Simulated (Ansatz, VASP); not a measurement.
BeGeSb2: VASP beside Ansatz

File INCAR:

```
SYSTEM = BeGeSb2
ALGO = Normal
EDIFF = 1E-7
ENCUT = 520
GGA = PE
ISIF = 2
ISMEAR = -1
LASPH = .TRUE.
LCHARG = .TRUE.
LELF = .TRUE.
LREAL = .FALSE.
LVHAR = .TRUE.
LWAVE = .FALSE.
NBANDS = 21
NELM = 100
PREC = Accurate
SIGMA = 0.02
```

KPOINTS

```
k-points
0
G
  6 6 4
  0 0 0
```

Contents of POSCAR:

```
BeGeSb2
1.0
    4.2075140017      0.0000000000      0.0000000000
    0.0000000000      4.2075140017      0.0000000000
    0.0000000000      0.0000000000      5.8660686934
Be Sb Ge
1 2 1
Direct
    0.0000000000      0.0000000000      0.0000000000
    0.0000000000      0.5000000000      0.2165412292
    0.5000000000      0.0000000000      0.7834587708
    0.5000000000      0.5000000000      0.5000000000
```

Input for Ansatz:

```yaml
crystal:
  lattice:
    - [4.2075140017, 0.0, 0.0]
    - [0.0, 4.2075140017, 0.0]
    - [0.0, 0.0, 5.8660686934]
  atoms:
    - { symbol: Be, position: [0.0, 0.0, 0.0] }
    - { symbol: Sb, position: [0.0, 0.5, 0.2165412292] }
    - { symbol: Ge, position: [0.5, 0.5, 0.5] }
    - { symbol: Sb, position: [0.5, 0.0, 0.7834587708] }
kpoints:
  mp_grid: { grid: [6, 6, 4] }
hamiltonian:
  xc: pbe
scf:
  occupations: { method: fermi_dirac, width: 0.02 }
  n_extra_bands: 5
output:
  forces: true
  stress: true
  eigenvalues: true
```

Alike in both runs: task single point; functional PBE; k mesh 6 × 6 × 4; occupations fermi-dirac, width 0.02 eV; no spin polarisation.

```csv
,VASP,Ansatz
version,VASP 6.6.1,Ansatz 0.2.0
potentials or method,"VASP PAW PBE potentials, release 64 (Be, Sb, Ge_d)","plane waves, PAW"
plane-wave cutoff (eV),520,420
valence electrons in the cell,26,46
```

Ansatz gave:

| Quantity | Value |
| --- | --- |
| pressure (GPa) | 0.0 |

Problem. What did VASP give for the same quantities?

Solution. Pressure (GPa): 0.1.

With one functional, cell and mesh, what is left measures potentials, basis and numerics. VASP's potentials hold 26 valence electrons a cell and Ansatz's 46, so a difference there can come from the potentials and not from the codes.

Spin-orbit coupling is off throughout.
